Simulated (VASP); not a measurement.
# Ti3O (P6_3/mcm) in VASP: further runs, part 2 of 3

VASP 6.6.1.

**3. Single point, PBEsol (13.06 Å³/atom)**

This run uses another cell than the first one, of 13.06 Å³/atom.

The input, INCAR:

```
  ALGO = Normal
  EDIFF = 1E-6
  ENCUT = 520
  GGA = PS
  ISIF = 2
  ISMEAR = 0
  LASPH = True
  LCHARG = False
  LREAL = False
  LWAVE = False
  NBANDS = 52
  NELM = 60
  PREC = Accurate
  SIGMA = 0.1
```

The input, KPOINTS:

```
k-points
0
Gamma
  12 12 8
```

The input, POSCAR:

```
Ti3O
1.0
    5.0067287800      0.0000000000      0.0000000000
   -2.5033643900      4.3359543134      0.0000000000
    0.0000000000      0.0000000000      4.8114326224
Ti O
6 2
Direct
    0.0000000000      0.6691379425      0.7500000000
    0.0000000000      0.3308620575      0.2500000000
    0.6691379425      0.0000000000      0.7500000000
    0.6691379425      0.6691379425      0.2500000000
    0.3308620575      0.3308620575      0.7500000000
    0.3308620575      0.0000000000      0.2500000000
    0.0000000000      0.0000000000      0.5000000000
    0.0000000000      0.0000000000      0.0000000000
```

Potentials or basis: VASP PAW PBE potentials, release 64 (Ti_sv, O).

Launch:

```bash
> cat potpaw_PBE.64/Ti_sv/POTCAR potpaw_PBE.64/O/POTCAR > POTCAR
> mpirun -np 1 vasp_std > vasp.out
```

OUTCAR:

```text
EDIFF = 1E-6
   ENCUT = 520
   GGA = PS
   ISIF = 2
   ISMEAR = 0
   LASPH = True
   LREAL = False
   NELM = 60
   PREC = Accurate

 ion  position               nearest neighbor table
   1  0.000  0.669  0.750-   7 2.05   8 2.05   3 2.87   5 2.87   3 2.90   5 2.90   5 2.90   3 2.90

   2  0.000  0.331  0.250-   7 2.05   8 2.05   6 2.87   4 2.87   6 2.90   4 2.90   4 2.90   6 2.90

   3  0.669  0.000  0.750-   7 2.05   8 2.05   5 2.87   1 2.87   5 2.90   1 2.90   5 2.90   1 2.90

   4  0.669  0.669  0.250-   7 2.05   8 2.05   6 2.87   2 2.87   6 2.90   2 2.90   2 2.90   6 2.90

   5  0.331  0.331  0.750-   7 2.05   8 2.05   3 2.87   1 2.87   3 2.90   1 2.90   1 2.90   3 2.90

   6  0.331  0.000  0.250-   7 2.05   8 2.05   2 2.87   4 2.87   4 2.90   2 2.90   2 2.90   4 2.90

   7  0.000  0.000  0.500-   3 2.05   6 2.05   1 2.05   4 2.05   5 2.05   2 2.05
   8  0.000  0.000  0.000-   3 2.05   6 2.05   1 2.05   4 2.05   5 2.05   2 2.05

  LATTYP: Found a hexagonal cell.
 ALAT       =     5.0067287800
 C/A-ratio  =     0.9609932620

  Lattice vectors:

 A1 = (   5.0067287800,   0.0000000000,   0.0000000000)
 A2 = (  -2.5033643900,   4.3359543134,   0.0000000000)
 A3 = (   0.0000000000,   0.0000000000,   4.8114326224)

Analysis of symmetry for initial positions (statically):
=====================================================================
 Subroutine PRICEL returns:
 Original cell was already a primitive cell.

 Routine SETGRP: Setting up the symmetry group for a
 hexagonal supercell.

 Subroutine GETGRP returns: Found 24 space group operations
 (whereof 12 operations were pure point group operations)
 out of a pool of 24 trial point group operations.

The static configuration has the point symmetry D_3d.
 The point group associated with its full space group is D_6h.

Analysis of symmetry for dynamics (positions and initial velocities):
[... 149 lines left out ...]
   GGA     = PS    functional components
   LHFCALC =     F    Hartree Fock is set to
   AEXX    =    0.0000 exact exchange contribution
   IVDW    =     0    specifies the selected vdW correction
   LEPSILON=     F    determine dielectric tensor
   LRPA    =     F    only Hartree local field effects (RPA)
 non-spin polarized calculation
 Gauss-broadening in eV      SIGMA  =   0.10
  energy-cutoff  :      520.00
  volume of cell :      104.45
 maximum number of plane-waves:      2849
 NGX is ok and might be reduce to    40
   NGX = 19   NGY = 19   NGZ = 17

 number of electron      83.9999996 magnetization

 Free energy of the ion-electron system (eV)
  ---------------------------------------------------
  ext. energy  EPLUGINS =         0.00000000
  ---------------------------------------------------
  free energy    TOTEN  =       -71.40593179 eV

  energy without entropy =      -71.38076913  energy(sigma->0) =      -71.39335046

 E-fermi :   9.6093     XC(G=0): -12.3394

 val. band max:        9.6077922919   @ k =   0.0833   0.0000   0.5000
 cond. band min:       9.6124228566   @ k =   0.0833   0.0833   0.3750
 fundamental gap:      0.0046305647
 Fermi energy:         9.6093413739

 k-point     1 :       0.0000    0.0000    0.0000
  band No.  band energies     occupation
      1     -47.2723      2.00000
      2     -47.1464      2.00000
      3     -47.1063      2.00000
      4     -47.1063      2.00000
      5     -47.0982      2.00000
      6     -47.0982      2.00000
[... 1309 lines left out ...]
     51      11.3669      0.00000
     52      11.6762      0.00000

 [... further k-points ...]

------------------------ aborting loop because EDIFF is reached ----------------------------------------

  FORCE on cell =-STRESS in cart. coord.  units (eV):
  Direction    XX          YY          ZZ          XY          YZ          ZX
  --------------------------------------------------------------------------------------
  -------------------------------------------------------------------------------------
  Total        3.3532600      3.3532600      3.4508390      0.0000000     -0.0000000     -0.0000000
  in kB       51.4356975     51.4356975     52.9324642      0.0000000     -0.0000000     -0.0000000
  external PRESSURE =      51.9346197 kB  Pullay stress =       0.0000000 kB

 VOLUME and BASIS-vectors are now :
 -----------------------------------------------------------------------------
  energy-cutoff  :      520.00
  volume of cell :      104.45
      direct lattice vectors                 reciprocal lattice vectors
     5.006728780  0.000000000  0.000000000     0.199731211  0.115314868  0.000000000
    -2.503364390  4.335954313  0.000000000     0.000000000  0.230629736  0.000000000
     0.000000000  0.000000000  4.811432622     0.000000000  0.000000000  0.207838305

 POSITION                                       TOTAL-FORCE (eV/Angst)
 -----------------------------------------------------------------------------------
     -1.67510      2.90135      3.60857         0.031559     -0.054661     -0.000000
     -0.82827      1.43460      1.20286        -0.031559      0.054661      0.000000
      3.35019      0.00000      3.60857        -0.063118     -0.000000     -0.000000
      1.67510      2.90135      1.20286        -0.031559     -0.054661      0.000000
      0.82827      1.43460      3.60857         0.031559      0.054661      0.000000
      1.65654      0.00000      1.20286         0.063118     -0.000000      0.000000
      0.00000      0.00000      2.40572        -0.000000     -0.000000      0.000000
      0.00000      0.00000      0.00000        -0.000000     -0.000000      0.000000
 -----------------------------------------------------------------------------------
    total drift:                               -0.000000      0.000000      0.000000

  FREE ENERGIE OF THE ION-ELECTRON SYSTEM (eV)
  ---------------------------------------------------
  free  energy   TOTEN  =       -71.4059317936 eV

  energy  without entropy=      -71.3807691297  energy(sigma->0) =      -71.39335046
```

stdout:

```text
POSCAR found type information on POSCAR TiO
 POSCAR found :  2 types and       8 ions
 scaLAPACK will be used
 -----------------------------------------------------------------------------
|                                                                             |
|                                                                             |
|     You enforced a specific xc type in the INCAR file but a different       |
|     I HOPE YOU KNOW WHAT YOU ARE DOING!                                     |
|                                                                             |
 -----------------------------------------------------------------------------

 LDA part: xc-table for (Slater+PW92), standard interpolation
 POSCAR, INCAR and KPOINTS ok, starting setup
 FFT: planning ... GRIDC
 FFT: planning ... GRID_SOFT
 FFT: planning ... GRID
 WAVECAR not read
 entering main loop
```

Run time: 4.4 min. Hardware: 1 thread of Intel Xeon 6975P-C (Granite Rapids), shared host; peak memory 0.48 GiB.

Results:

```
Free energy            : -71.4059 eV
Pressure               : 5.2 GPa
Largest force          : 0.063 eV/Å
Band gap on the k mesh : zero (bands 42 and 43 overlap by 0.73 eV)
```

Forces on the atoms (eV/Å):
```
Ti   0.032 -0.055  0.000
Ti  -0.032  0.055  0.000
Ti  -0.063  0.000  0.000
Ti  -0.032 -0.055  0.000
Ti   0.032  0.055  0.000
Ti   0.063  0.000  0.000
O    0.000  0.000  0.000
O    0.000  0.000  0.000
```

Caveat: the cell stands under pressure; the PAW data sets were made with another functional, which shifts forces and pressure a little.

**4. Single point, PBEsol (14.81 Å³/atom)**

This run uses another cell than the first one, of 14.81 Å³/atom.

The input, INCAR:

```
SYSTEM = Ti3O
PREC = Accurate ; ENCUT = 520
EDIFF = 1E-6 ; ISMEAR = 0
SIGMA = 0.1 ; LREAL = .False.
LASPH = .True. ; NELM = 100
ALGO = Normal ; ISIF = 2
LWAVE = .False. ; LCHARG = .True.
GGA = PS ; LELF = .True.
LVHAR = .True. ; NBANDS = 52
```

The input, KPOINTS:

```
Automatic mesh
0
Gamma
  12 12 8
  0 0 0
```

The input, POSCAR:

```
Ti3O
1.0
    5.2532795575      0.0000000000      0.0000000000
   -2.6266397788      4.5494735499      0.0000000000
    0.0000000000      0.0000000000      4.9561274445
Ti O
6 2
Direct
    0.0000000000      0.6764647813      0.7500000000
    0.0000000000      0.3235352187      0.2500000000
    0.6764647813      0.0000000000      0.7500000000
    0.6764647813      0.6764647813      0.2500000000
    0.3235352187      0.3235352187      0.7500000000
    0.3235352187      0.0000000000      0.2500000000
    0.0000000000      0.0000000000      0.5000000000
    0.0000000000      0.0000000000      0.0000000000
```

Launch:

```bash
> cat potpaw_PBE.64/Ti_sv/POTCAR potpaw_PBE.64/O/POTCAR > POTCAR
> mpirun -np 1 vasp_std > vasp.out
```

Run time: 8.2 min. Hardware: 1 thread of Intel Xeon Platinum 8259CL at 2.50GHz (Skylake/Cascade Lake), shared host; peak memory 0.53 GiB.

The run converged. Its results:

```
Free energy            : -71.0410 eV
Pressure               : -11.6 GPa
Largest force          : 0.052 eV/Å
Band gap on the k mesh : zero (bands 42 and 43 overlap by 0.68 eV)
```

Forces on the atoms (eV/Å):
```
Ti   0.026 -0.045  0.000
Ti  -0.026  0.045  0.000
Ti  -0.052  0.000  0.000
Ti  -0.026 -0.045  0.000
Ti   0.026  0.045  0.000
Ti   0.052  0.000  0.000
O    0.000  0.000  0.000
O    0.000  0.000  0.000
```

Levels at points of the mesh, in eV from the Fermi level:
```
           k point  band 39  band 40  band 41  band 42  band 43  band 44  band 45  band 46
(0.00, 0.00, 0.00)    -0.70    -0.70    -0.67    -0.22    -0.22     0.09     0.65     0.65
(0.50, 0.00, 0.00)    -1.17    -0.90    -0.68     0.15     0.47     0.47     0.57     0.70
(0.00, 0.00, 0.50)    -0.88    -0.88    -0.11    -0.11    -0.11    -0.11    -0.08    -0.08
(0.50, 0.00, 0.50)    -0.78    -0.78    -0.70    -0.70     0.03     0.03     0.50     0.50
```

Caveat: the cell stands under tension; the PAW data sets were made with another functional, which shifts forces and pressure a little.

**5. Single point, PBEsol**

This run uses another cell than the first one, of 13.97 Å³/atom.

The input, INCAR:

```
  PREC = Accurate
  ENCUT = 520
  EDIFF = 1E-6
  ISMEAR = 0
  SIGMA = 0.1
  LREAL = False
  LASPH = True
  NELM = 100
  ALGO = Normal
  ISIF = 2
  LWAVE = False
  LCHARG = False
  GGA = PS
  NBANDS = 52
```

The input, KPOINTS:

```
regular mesh
0
Gamma
  12 12 8
```

The input, POSCAR:

```
Ti3O
1.0
    5.1268456201      0.0000000000      0.0000000000
   -2.5634228101      4.4399785483      0.0000000000
    0.0000000000      0.0000000000      4.9111880000
Ti O
6 2
Direct
    0.0000000000      0.6702930000      0.7500000000
    0.0000000000      0.3297070000      0.2500000000
    0.6702930000      0.0000000000      0.7500000000
    0.6702930000      0.6702930000      0.2500000000
    0.3297070000      0.3297070000      0.7500000000
    0.3297070000      0.0000000000      0.2500000000
    0.0000000000      0.0000000000      0.5000000000
    0.0000000000      0.0000000000      0.0000000000
```

Launch:

```bash
> cat potpaw_PBE.64/Ti_sv/POTCAR potpaw_PBE.64/O/POTCAR > POTCAR
> mpirun -np 1 vasp_std > vasp.out
```

Run time: 7.7 min. Hardware: 1 thread of AMD EPYC 9R14 (Zen 4), shared host; peak memory 0.47 GiB.

It converged, with:

```
Free energy            : -71.3861 eV
Pressure               : -5.9 GPa
Largest force          : 0.267 eV/Å
Band gap on the k mesh : zero (bands 42 and 43 overlap by 0.68 eV)
```

Forces in eV/Å, atoms in the order of the input:
```
Ti  -0.133  0.231  0.000
Ti   0.133 -0.231  0.000
Ti   0.267  0.000  0.000
Ti   0.133  0.231  0.000
Ti  -0.133 -0.231  0.000
Ti  -0.267  0.000  0.000
O    0.000  0.000  0.000
O    0.000  0.000  0.000
```

Stress tensor (GPa, compression positive):
```
-5.78  0.00  0.00
 0.00 -5.78  0.00
 0.00  0.00 -6.07
```

Levels at points of the mesh, in eV from the Fermi level:
```
           k point  band 38  band 39  band 40  band 41  band 42  band 43  band 44  band 45  band 46  band 47
(0.00, 0.00, 0.00)    -1.20    -0.76    -0.72    -0.72    -0.22    -0.22     0.05     0.72     0.72     1.09
(0.50, 0.00, 0.00)    -1.45    -1.33    -0.89    -0.73     0.19     0.36     0.58     0.59     0.73     0.92
(0.00, 0.00, 0.50)    -0.90    -0.90    -0.90    -0.20    -0.20    -0.08    -0.08    -0.08    -0.08     1.28
(0.50, 0.00, 0.50)    -1.13    -0.82    -0.82    -0.76    -0.76     0.03     0.03     0.42     0.42     0.84
```

Caveat: the cell stands under tension; the PAW data sets were made with another functional, which shifts forces and pressure a little.

(Part 2 of 3 ends here.)
